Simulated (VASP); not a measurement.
# Al3Si2I (P4mm) in VASP: single point with PBE

Aim: the single point of Al3Si2I with PBE.

All numbers are computed with VASP 6.6.1; they aren't measurements. Logs are shortened: lines on timing, memory, paths and dates and some standing lists are left out, and cuts for length are marked.

## Step 1: The cell of the first run

Symmetry: P4mm, No. 99, tetragonal system. The conventional cell has a = 3.963 Å, b = 3.963 Å, c = 8.068 Å, α = 90.00°, β = 90.00°, γ = 90.00°. Within 3.5 Å of Al (site symmetry 2mm) lie 4 Si at 2.62 to 2.89 Å and 6 Al at 2.80 to 3.06 Å. Within 4.0 Å of Al (site symmetry 4mm) lie 5 Si at 2.87 to 3.63 Å and 8 Al at 3.06 to 3.96 Å and 4 I at 3.84 Å. Within 3.8 Å of Si (site symmetry 4mm) lie 5 Al at 2.89 to 3.63 Å and 4 I at 2.98 Å. Si (site symmetry 4mm) has 8 Al at 2.62 to 2.87 Å and 1 I at 3.24 Å within 3.5 Å. Within 4.0 Å of I (site symmetry 4mm) lie 5 Si at 2.98 to 3.24 Å and 8 Al at 3.69 to 3.84 Å and 4 I at 3.96 Å.

The cell was generated, and may not be a known phase.

## Step 2: Single point, PBE

The input, INCAR:

```
  PREC = Accurate
  ENCUT = 500
  EDIFF = 1E-6
  ISMEAR = 0
  SIGMA = 0.15
  LREAL = False
  LASPH = True
  NELM = 120
  ALGO = Normal
  ISIF = 2
  LWAVE = False
  LCHARG = False
  GGA = PE
  NBANDS = 21
  GGA_COMPAT = False
```

The input, KPOINTS:

```
regular mesh
0
Gamma
  3 3 2
```

The input, POSCAR:

```
Al3Si2I
1.0
    3.9630672086      0.0000000000      0.0000000000
    0.0000000000      3.9630672086      0.0000000000
    0.0000000000      0.0000000000      8.0677249548
Al Si I
3 2 1
Direct
    0.5000000000      0.0000000000      1.0241173853
    0.0000000000      0.5000000000      1.0241173853
    0.5000000000      0.5000000000      0.3129181251
    0.5000000000      0.5000000000      0.7628471333
    0.0000000000      0.0000000000      0.2374513992
    0.0000000000      0.0000000000      0.6385476118
```

Potentials or basis: VASP PAW PBE potentials, release 64 (Al, Si, I).

Run with:

```
> cat potpaw_PBE.64/Al/POTCAR potpaw_PBE.64/Si/POTCAR potpaw_PBE.64/I/POTCAR > POTCAR
> mpirun -np 1 vasp_std > vasp.out
```

OUTCAR:

```text
PREC = Accurate
   ENCUT = 500
   EDIFF = 1E-6
   ISMEAR = 0
   LREAL = False
   LASPH = True
   NELM = 120
   ISIF = 2
   GGA = PE

 ion  position               nearest neighbor table
   1  0.500  0.000  0.024-   5 2.62   5 2.62   2 2.80   2 2.80   2 2.80   2 2.80   4 2.89   4 2.89
                             3 3.06   3 3.06
   2  0.000  0.500  0.024-   5 2.62   5 2.62   1 2.80   1 2.80   1 2.80   1 2.80   4 2.89   4 2.89
                             3 3.06   3 3.06
   3  0.500  0.500  0.313-   5 2.87   5 2.87   5 2.87   5 2.87   2 3.06   2 3.06   1 3.06   1 3.06

   4  0.500  0.500  0.763-   1 2.89   2 2.89   1 2.89   2 2.89   6 2.98   6 2.98   6 2.98   6 2.98

   5  0.000  0.000  0.237-   1 2.62   2 2.62   2 2.62   1 2.62   3 2.87   3 2.87   3 2.87   3 2.87
                             6 3.24
   6  0.000  0.000  0.639-   4 2.98   4 2.98   4 2.98   4 2.98   5 3.24

  LATTYP: Found a simple tetragonal cell.
 ALAT       =     3.9630672086
 C/A-ratio  =     2.0357275136

  Lattice vectors:

 A1 = (   3.9630672086,   0.0000000000,   0.0000000000)
 A2 = (   0.0000000000,   3.9630672086,   0.0000000000)
 A3 = (   0.0000000000,   0.0000000000,   8.0677249548)

Analysis of symmetry for initial positions (statically):
=====================================================================
 Subroutine PRICEL returns:
 Original cell was already a primitive cell.

 Routine SETGRP: Setting up the symmetry group for a
 simple tetragonal supercell.

 Subroutine GETGRP returns: Found  8 space group operations
 (whereof  8 operations were pure point group operations)
 out of a pool of 16 trial point group operations.

The static configuration has the point symmetry C_4v.

Analysis of symmetry for dynamics (positions and initial velocities):
=====================================================================
 Subroutine PRICEL returns:
 Original cell was already a primitive cell.

 Routine SETGRP: Setting up the symmetry group for a
 simple tetragonal supercell.

 Subroutine GETGRP returns: Found  8 space group operations
 (whereof  8 operations were pure point group operations)
 out of a pool of 16 trial point group operations.

The dynamic configuration has the point symmetry C_4v.

 Subroutine INISYM returns: Found  8 space group operations
 (whereof  8 operations are pure point group operations),
 and found     1 'primitive' translations

----------------------------------------------------------------------------------------

                                     Primitive cell
[... 84 lines left out ...]
   IBRION =     -1    ionic relax: 0-MD 1-quasi-New 2-CG
   NFREE  =      0    steps in history (QN), initial steepest desc. (CG)
   ISIF   =      2    stress and relaxation
   ISYM   =      2    0-nonsym 1-usesym 2-fastsym
   POTIM  = 0.5000    time-step for ionic-motion
   TEBEG  =    0.0;   TEEND  =   0.0 temperature during run
   PSTRESS=    0.0 pullay stress
   NELECT =      24.0000    total number of electrons
   NUPDOWN=      -1.0000    fix difference up-down
   EMIN   =  10.00;   EMAX   =-10.00  energy-range for DOS
   EFERMI =   0.00;   METHOD = LEGACY
   ISMEAR =     0;   SIGMA  =   0.15  broadening in eV -4-tet -1-fermi 0-gaus
   EFERMI_NEDOS =   21; number of points for ismear=-14 and -15
   IALGO  =     38    algorithm
   IMIX   =      4    mixing-type and parameters
     AMIX     =   0.40;   BMIX     =  1.00
     AMIX_MAG =   1.60;   BMIX_MAG =  1.00
  volume/ion in A,a.u.               =      21.12       142.51
  Fermi-wavevector in a.u.,A,eV,Ry     =   0.940172  1.776667 12.026505  0.883923
  Thomas-Fermi vector in A             =   2.067557
   LORBIT       =      0    0 simple, 1 ext, 2 COOP (PROOUT), +10 PAW based schemes
   GGA     = PE    functional components
   LHFCALC =     F    Hartree Fock is set to
   AEXX    =    0.0000 exact exchange contribution
   IVDW    =     0    specifies the selected vdW correction
   LEPSILON=     F    determine dielectric tensor
   LRPA    =     F    only Hartree local field effects (RPA)
 non-spin polarized calculation
 Gauss-broadening in eV      SIGMA  =   0.15
  energy-cutoff  :      500.00
  volume of cell :      126.71
 maximum number of plane-waves:      3234
 NGX is ok and might be reduce to    30
   NGX = 15   NGY = 15   NGZ = 29

 number of electron      23.9999999 magnetization

 Free energy of the ion-electron system (eV)
  ---------------------------------------------------
  ext. energy  EPLUGINS =         0.00000000
  ---------------------------------------------------
  free energy    TOTEN  =       -21.37696577 eV

  energy without entropy =      -21.35037864  energy(sigma->0) =      -21.36367220

 E-fermi :   6.7529     XC(G=0):  -9.7019

 val. band max:        6.6518522034   @ k =   0.0000   0.0000   0.5000
 cond. band min:       6.8088761362   @ k =   0.3333   0.0000   0.5000
 fundamental gap:      0.1570239328
 Fermi energy:         6.7529376361

 k-point     1 :       0.0000    0.0000    0.0000
  band No.  band energies     occupation
      1      -7.6055      2.00000
      2      -4.0251      2.00000
      3      -1.8379      2.00000
      4       1.7591      2.00000
      5       3.0781      2.00000
      6       3.0781      2.00000
[... 133 lines left out ...]
     20      12.5956      0.00000
     21      12.7584      0.00000

------------------------ aborting loop because EDIFF is reached ----------------------------------------

  FORCE on cell =-STRESS in cart. coord.  units (eV):
  Direction    XX          YY          ZZ          XY          YZ          ZX
  --------------------------------------------------------------------------------------
  -------------------------------------------------------------------------------------
  Total       -0.1460375     -0.1460375      0.4945036      0.0000000      0.0000000      0.0000000
  in kB       -1.8465495     -1.8465495      6.2526783      0.0000000      0.0000000      0.0000000
  external PRESSURE =       0.8531931 kB  Pullay stress =       0.0000000 kB

 VOLUME and BASIS-vectors are now :
 -----------------------------------------------------------------------------
  energy-cutoff  :      500.00
  volume of cell :      126.71
      direct lattice vectors                 reciprocal lattice vectors
     3.963067209  0.000000000  0.000000000     0.252329811  0.000000000  0.000000000
     0.000000000  3.963067209  0.000000000     0.000000000  0.252329811  0.000000000
     0.000000000  0.000000000  8.067724955     0.000000000  0.000000000  0.123950681

 POSITION                                       TOTAL-FORCE (eV/Angst)
 -----------------------------------------------------------------------------------
      1.98153      0.00000      0.19457         0.000000     -0.000000     -0.020161
      0.00000      1.98153      0.19457        -0.000000     -0.000000     -0.020161
      1.98153      1.98153      2.52454         0.000000     -0.000000      0.002384
      1.98153      1.98153      6.15444         0.000000      0.000000      0.006678
      0.00000      0.00000      1.91569         0.000000      0.000000     -0.004842
      0.00000      0.00000      5.15163        -0.000000      0.000000      0.036104
 -----------------------------------------------------------------------------------
    total drift:                               -0.000000      0.000000     -0.000139

  FREE ENERGIE OF THE ION-ELECTRON SYSTEM (eV)
  ---------------------------------------------------
  free  energy   TOTEN  =       -21.3769657699 eV

  energy  without entropy=      -21.3503786396  energy(sigma->0) =      -21.36367220
```

OSZICAR:

```text
N       E                     dE             d eps       ncg     rms          rms(c)
DAV:   1     0.558504783733E+02    0.55850E+02   -0.89373E+03   252   0.907E+02
DAV:   2    -0.179438081872E+02   -0.73794E+02   -0.71446E+02   322   0.134E+02
DAV:   3    -0.224111187181E+02   -0.44673E+01   -0.44135E+01   336   0.290E+01
DAV:   4    -0.225003908345E+02   -0.89272E-01   -0.89199E-01   326   0.457E+00
DAV:   5    -0.225022054440E+02   -0.18146E-02   -0.18145E-02   318   0.665E-01    0.756E+00
DAV:   6    -0.214793126671E+02    0.10229E+01   -0.11957E+01   312   0.957E+00    0.563E+00
DAV:   7    -0.213887045392E+02    0.90608E-01   -0.89999E-01   302   0.375E+00    0.449E+00
DAV:   8    -0.213788554709E+02    0.98491E-02   -0.94107E-02   323   0.143E+00    0.156E+00
DAV:   9    -0.213777285885E+02    0.11269E-02   -0.18992E-02   292   0.648E-01    0.489E-01
DAV:  10    -0.213770219469E+02    0.70664E-03   -0.18915E-03   328   0.197E-01    0.268E-01
DAV:  11    -0.213769679083E+02    0.54039E-04   -0.12489E-03   308   0.139E-01    0.798E-02
DAV:  12    -0.213769649528E+02    0.29555E-05   -0.16266E-04   312   0.588E-02    0.440E-02
DAV:  13    -0.213769657699E+02   -0.81716E-06   -0.96124E-06   297   0.148E-02
   1 F= -.21376966E+02 E0= -.21363672E+02  d E =-.265871E-01
```

stdout:

```text
POSCAR found type information on POSCAR AlSiI
 POSCAR found :  3 types and       6 ions
 scaLAPACK will be used
 LDA part: xc-table for (Slater+PW92), standard interpolation
 POSCAR, INCAR and KPOINTS ok, starting setup
 FFT: planning ... GRIDC
 FFT: planning ... GRID_SOFT
 FFT: planning ... GRID
 WAVECAR not read
 entering main loop
```

Wall time 24 s (1 thread of Intel Xeon 8259CL, shared host); peak memory 0.22 GiB.

Results:

| Quantity | Value |
| --- | --- |
| Free energy | -21.3770 eV |
| Pressure | 0.1 GPa |
| Largest force | 0.036 eV/Å |
| Band gap on the k mesh | zero (bands 12 and 13 overlap by 1.16 eV) |

Forces on the atoms (eV/Å):
```
Al   0.000  0.000 -0.020
Al   0.000  0.000 -0.020
Al   0.000  0.000  0.002
Si   0.000  0.000  0.007
Si   0.000  0.000 -0.005
I    0.000  0.000  0.036
```

Stress tensor (GPa, compression positive):
```
-0.18  0.00  0.00
 0.00 -0.18  0.00
 0.00  0.00  0.63
```

Levels at points of the mesh, in eV from the Fermi level:
```csv
k point,band 9,band 10,band 11,band 12,band 13,band 14
"(0.00, 0.00, 0.00)",-2.14,-1.57,-1.17,-0.16,0.57,0.57
"(0.00, 0.00, 0.50)",-2.36,-1.98,-0.10,0.13,1.19,1.19
```

Caveat: the k points lie up to 0.53 Å⁻¹ apart, too coarse for converged energies and pressures of a metal; spin-orbit coupling is left out, which moves the levels of the heavy elements.

The gap in the log of VASP goes by the Fermi energy; the results here count the filled bands.